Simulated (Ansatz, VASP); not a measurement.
# SiO2: VASP beside Ansatz

```xyz
6
Lattice="3.9192 0.0000 0.0000 0.0000 3.9192 0.0000 0.0000 0.0000 2.7999" Properties=species:S:1:pos:R:3 pbc="T T T"
Si    1.9596    1.9596    1.4000
Si    0.0000    0.0000    0.0000
O     2.7216    2.7216    0.0000
O     0.7620    3.1572    1.4000
O     1.1976    1.1976    0.0000
O     3.1572    0.7620    1.4000
```

Alike in both runs: task single point; functional LDA; k mesh 6 × 6 × 10; occupations gaussian, width 0.05 eV; no spin polarisation.

|  | VASP | Ansatz |
| --- | --- | --- |
| version | VASP 6.6.1 | Ansatz 0.2.0 |
| potentials or method | VASP PAW LDA potentials, release 64 (Si, O), cutoff 520 eV | scalar-relativistic, plane waves, PAW |
| valence electrons in the cell | 32 | 32 |

VASP gave:

```
gap on the k mesh at the Fermi level (eV)                     : 5.29
least direct gap on the mesh (eV)                             : 5.29
pressure (GPa)                                                : 24.2
traceless stress, the component that is largest in VASP (GPa) : -33.03
rms of the force components (eV/Å)                            : 0.301
```

Estimate Ansatz's values.

gap on the k mesh at the Fermi level (eV): 5.34; least direct gap on the mesh (eV): 5.34; pressure (GPa): 23.0; traceless stress, the component that is largest in VASP (GPa): -33.15; rms of the force components (eV/Å): 0.308.

Ansatz warns that its potentials were made for another functional, while VASP's fit it. LDA's correlation is that of Perdew and Zunger in VASP and of Perdew and Wang (1992) in Ansatz. Atom by atom the forces differ by 0.007 eV/Å (rms over components).
